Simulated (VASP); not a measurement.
The system is Ni.

```
CELL_PARAMETERS angstrom
-1.38372 1.38372 1.38372
1.38372 -1.38372 1.38372
1.38372 1.38372 -1.38372
ATOMIC_POSITIONS crystal
Ni 0.00000 0.00000 0.00000
```

This isn't the form of Ni at room conditions, which is fcc.

| Quantity | Value |
| --- | --- |
| Program | VASP 6.6.1 |
| Task | relaxation of cell and atoms |
| Functional | LDA |
| Potentials or basis | VASP PAW LDA potentials, release 64 (Ni) |
| Cutoff | 600 eV |
| k mesh | 14 × 14 × 14 |
| Occupations | methfessel-paxton, width 0.2 eV |
| Spin | collinear spin, ferromagnetic start |
| Starting moments | [1.5] μB |

At the start: pressure -10.9 GPa; volume 10.60 Å³/atom.

Problem. Where does the relaxation end?

Solution. Over 6 steps the energy falls by 18.8 meV/atom and the volume is 10.07 Å³/atom (-5.0 %); space group Im-3m (No. 229, to 0.1 Å) before and after; moment 0.41 μB per cell.

The path:
```csv
step,energy change (eV),largest force (eV/Å),pressure (GPa),volume (Å³)
1,0.0000,0.0000,-10.93,10.60
2,0.0053,0.0000,14.99,9.53
3,-0.0188,0.0000,-0.14,10.07
4,-0.0188,0.0000,0.14,10.06
5,-0.0188,0.0000,-0.14,10.08
6,-0.0188,0.0000,0.00,10.07
```

Final structure:
```
CELL_PARAMETERS angstrom
-1.36037 1.36037 1.36037
1.36037 -1.36037 1.36037
1.36037 1.36037 -1.36037
ATOMIC_POSITIONS crystal
Ni 0.00000 0.00000 0.00000
```
